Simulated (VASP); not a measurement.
A run of VASP 6.6.1:

Contents of POSCAR:

```
SnO2
1.0
    4.7204303550      0.0000000000      0.0000000000
    0.0000000000      5.7289966695      0.0000000000
    0.0000000000      0.0000000000      5.2904878260
Sn O
4 8
Direct
    0.5000000000      0.6651905251      0.7500000000
    0.0000000000      0.8348094749      0.2500000000
    0.5000000000      0.3348094749      0.2500000000
    0.0000000000      0.1651905251      0.7500000000
    0.7297996671      0.6076164226      0.0788779037
    0.2297996671      0.8923835774      0.9211220963
    0.7702003329      0.8923835774      0.5788779037
    0.2702003329      0.6076164226      0.4211220963
    0.7297996671      0.3923835774      0.5788779037
    0.2297996671      0.1076164226      0.4211220963
    0.7702003329      0.1076164226      0.0788779037
    0.2702003329      0.3923835774      0.9211220963
```

The input INCAR.step1:

```
ALGO = Normal ; EDIFF = 1E-4
ENCUT = 520 ; GGA = PE
ISMEAR = 0 ; LASPH = T
LCHARG = F ; LREAL = F
LWAVE = T ; NBANDS = 64
NELM = 100 ; PREC = Accurate
SIGMA = 0.02
```

File INCAR.step2:

```
ALGO = Normal ; EDIFF = 1E-6
ENCUT = 520 ; ISIF = 2
ISMEAR = 0 ; ISTART = 1
LASPH = T ; LCHARG = T
LELF = T ; LMIXTAU = T
LREAL = F ; LVHAR = T
LWAVE = F ; METAGGA = R2SCAN
NBANDS = 64 ; NELM = 100
PREC = Accurate ; SIGMA = 0.02
```

File KPOINTS:

```
k-points
0
Gamma
  6 6 6
```

Potentials or basis: VASP PAW PBE potentials, release 64 (Sn_d, O).

Launch:

```bash
$ cat potpaw_PBE.64/Sn_d/POTCAR potpaw_PBE.64/O/POTCAR > POTCAR
$ cp INCAR.step1 INCAR
$ mpirun -np 1 vasp_std > vasp.out
$ cp INCAR.step2 INCAR
$ mpirun -np 1 vasp_std > vasp.out
```

Hardware: 1 thread of Oxide Virtual Turin-like Processor (shared host).

Problem. How long does it take, and how much memory?

Solution. It took 42 min on 1 thread of Oxide Virtual Turin-like Processor, with other jobs on the host, peak memory 0.51 GiB. Counts: k points 64.
